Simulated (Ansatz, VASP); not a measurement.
**Two plane-wave programs on TaN**

Contents of INCAR:

```
PREC     = Accurate       # precision mode
ENCUT    = 600            # plane-wave cutoff, eV
EDIFF    = 1E-7           # SCF threshold, eV
ISMEAR   = 0              # smearing method
SIGMA    = 0.1            # smearing width, eV
LREAL    = F              # projectors in reciprocal space
LASPH    = T              # aspherical terms in the spheres
NELM     = 80             # most SCF steps
ALGO     = Normal         # electronic algorithm
ISIF     = 3              # what is computed and relaxed
LWAVE    = F              # write WAVECAR
LCHARG   = F              # write CHGCAR
GGA      = CA             # functional
IBRION   = 2              # ionic algorithm
NSW      = 70             # ionic steps
EDIFFG   = -0.005         # ionic threshold
```

KPOINTS

```
Automatic mesh
0
Gamma
  18 18 14
```

POSCAR

```
TaN
1.0
    2.9501846714      0.0000000000      0.0000000000
   -1.4750923357      2.5549348713      0.0000000000
    0.0000000000      0.0000000000      2.8977715837
Ta N
1 1
Direct
    0.3333333333      0.6666666667      0.5000000000
    0.0000000000      0.0000000000      0.0000000000
```

Input for Ansatz:

```yaml
crystal:
  lattice:
    - [2.9501846714, 0.0, 0.0]
    - [-1.4750923357, 2.5549348713, 0.0]
    - [0.0, 0.0, 2.8977715837]
  atoms:
    - { symbol: Ta, position: [0.3333333333, 0.6666666667, 0.5] }
    - { symbol: "N", position: [0.0, 0.0, 0.0] }
basis:
  ecutwfc: 420
kpoints:
  mp_grid: { grid: [18, 18, 14] }
hamiltonian:
  xc: lda
scf:
  occupations: { method: gaussian, width: 0.1 }
output:
  forces: true
  stress: true
  eigenvalues: true
relax:
  adjacent_minimum: "off"
  f_tol: 0.005
  max_steps: 50
  cell: { stress_tol: 0.05 }
```

Alike in both runs: task relaxation of cell and atoms; functional LDA; k mesh 18 × 18 × 14; occupations gaussian, width 0.1 eV; no spin polarisation.

|  | VASP | Ansatz |
| --- | --- | --- |
| version | VASP 6.6.1 | Ansatz 0.2.0 |
| potentials or method | VASP PAW LDA potentials, release 64 (Ta_pv, N), cutoff 600 eV | scalar-relativistic, plane waves, PAW |
| valence electrons in the cell | 16 | 18 |

Ansatz gave:

* gap on the k mesh at the Fermi level, each at its own relaxed structure (eV): none
* relaxed volume (Å³/atom): 10.43
* relaxed length of the cell vector where the two differ most in proportion (Å): 2.907

Q: What did VASP give for the same quantities?

A: gap on the k mesh at the Fermi level, each at its own relaxed structure (eV): none; relaxed volume (Å³/atom): 10.48; relaxed length of the cell vector where the two differ most in proportion (Å): 2.912.

LDA's correlation is that of Perdew and Zunger in VASP and of Perdew and Wang (1992) in Ansatz. A gap of «none» marks a metal or a gap that the smearing closes. VASP's potentials hold 16 valence electrons a cell and Ansatz's 18, so a difference there can come from the potentials and not from the codes.

Neither program's run includes spin-orbit coupling.
